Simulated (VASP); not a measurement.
A run of VASP 6.6.1 is set up as follows.

The input INCAR:

```
PREC = Accurate
ENCUT = 600
EDIFF = 1E-6
ISMEAR = 0
SIGMA = 0.01
LREAL = False
LASPH = True
NELM = 100
ALGO = Normal
ISIF = 8
LWAVE = False
LCHARG = False
GGA = CA
IBRION = 2
NSW = 80
EDIFFG = -0.03
```

File KPOINTS:

```
Automatic mesh
0
Gamma
  5 5 5
```

POSCAR

```
HfPbO3
1.0
    4.1554800000      0.0000000000      0.0000000000
    0.0000000000      4.1554800000      0.0000000000
    0.0000000000      0.0000000000      4.1554800000
Hf Pb O
1 1 3
Direct
    0.5000000000      0.5000000000      0.5000000000
    0.0000000000      0.0000000000      0.0000000000
    0.0000000000      0.5000000000      0.5000000000
    0.5000000000      0.0000000000      0.5000000000
    0.5000000000      0.5000000000      0.0000000000
```

Potentials or basis: VASP PAW LDA potentials, release 64 (Hf_pv, Pb_d, O).

Command:

```bash
$ cat potpaw_LDA.64/Hf_pv/POTCAR potpaw_LDA.64/Pb_d/POTCAR potpaw_LDA.64/O/POTCAR > POTCAR
$ mpirun -np 1 vasp_std > vasp.out
```

(1) Predict the space group after relaxing (to 0.1 Å).

(2) Predict the band gap on the k mesh.

(3) What does it give for the relaxed cell?

Results:

(1) Pm-3m (No. 221).

(2) 3.06 eV (least direct gap 3.14 eV).

(3) a = 4.075 Å, b = 4.075 Å, c = 4.075 Å, α = 90.00°, β = 90.00°, γ = 90.00°.

Caveat: spin-orbit coupling is left out, which moves the levels of the heavy elements; an odd mesh through Γ misses points on the zone boundary, where band edges can lie.
